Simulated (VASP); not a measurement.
Here is a VASP 6.6.1 calculation.

The input INCAR:

```
SYSTEM = Pd
PREC     = Accurate       ! precision mode
ENCUT    = 520            ! plane-wave cutoff, eV
EDIFF    = 1E-6           ! SCF threshold, eV
ISMEAR   = -1             ! smearing method
SIGMA    = 0.1            ! smearing width, eV
LREAL    = .FALSE.        ! projectors in reciprocal space
LASPH    = .TRUE.         ! aspherical terms in the spheres
NELM     = 80             ! most SCF steps
ALGO     = Normal         ! electronic algorithm
ISIF     = 2              ! what is computed and relaxed
LWAVE    = .FALSE.        ! write WAVECAR
LCHARG   = .FALSE.        ! write CHGCAR
GGA      = PE             ! functional
NBANDS   = 17             ! bands
```

Contents of KPOINTS:

```
Automatic mesh
0
G
  11 11 11
  0 0 0
```

Contents of POSCAR:

```
Pd
1.0
    0.0000000000      2.8661700131      2.8661700131
    2.8661700131      0.0000000000      2.8661700131
    2.8661700131      2.8661700131      0.0000000000
Pd
2
Direct
    0.1250000000      0.1250000000      0.1250000000
    0.8750000000      0.8750000000      0.8750000000
```

Potentials or basis: VASP PAW PBE potentials, release 64 (Pd).

Launch:

```sh
$ cat potpaw_PBE.64/Pd/POTCAR > POTCAR
$ mpirun -np 1 vasp_std > vasp.out
```

Q: Estimate the band gap on the k mesh.

A: Zero (band 10 reaches 4.40 eV, above the bottom of band 11 at 3.98 eV).

Q: Predict the pressure.

A: 2.7 GPa.
